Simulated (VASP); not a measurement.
Set up this calculation in VASP 6.6.1, as the native input.

- Task: single point
- Functional: PBE
- Potentials or basis: VASP PAW PBE potentials, release 64 (Si, Te)
- Cutoff: 520 eV
- k mesh: 4 × 4 × 4
- Occupations: gaussian, width 0.1 eV
- Spin: no spin polarisation
- Dipole correction: no
- Further INCAR settings: ALGO = Normal; EDIFF = 1e-06; NBANDS = 19

The structure of SiTe3 lies in POSCAR:

```
SiTe3
1.0
    0.0000000000      3.7269499965      3.7269499965
    3.7269499965      0.0000000000      3.7269499965
    3.7269499965      3.7269499965      0.0000000000
Si Te
1 3
Direct
    0.5000000000      0.5000000000      0.5000000000
    0.7500000000      0.7500000000      0.7500000000
    0.2500000000      0.2500000000      0.2500000000
    0.0000000000      0.0000000000      0.0000000000
```

One way to write it, as run:

INCAR

```
PREC = Accurate
ENCUT = 520
EDIFF = 1E-6
ISMEAR = 0
SIGMA = 0.1
LREAL = False
LASPH = True
NELM = 80
ALGO = Normal
ISIF = 2
LWAVE = False
LCHARG = False
GGA = PE
NBANDS = 19
```

KPOINTS

```
Automatic mesh
0
Gamma
  4 4 4
```

Potentials or basis: VASP PAW PBE potentials, release 64 (Si, Te).

The run is started by

```sh
$ cat potpaw_PBE.64/Si/POTCAR potpaw_PBE.64/Te/POTCAR > POTCAR
$ mpirun -np 1 vasp_std > vasp.out
```

It gave:

| Quantity | Value |
| --- | --- |
| Pressure | 0.2 GPa |
| Band gap on the k mesh | zero (band 11 reaches 8.47 eV, above the bottom of band 12 at 5.94 eV) |

Caveat: the k points lie up to 0.37 Å⁻¹ apart; spin-orbit coupling is left out, which moves the levels of the heavy elements.

Wall time 22 s on 1 thread of AMD EPYC 7R43 64-Core Processor (Zen 3) (shared host), peak memory 0.19 GiB.
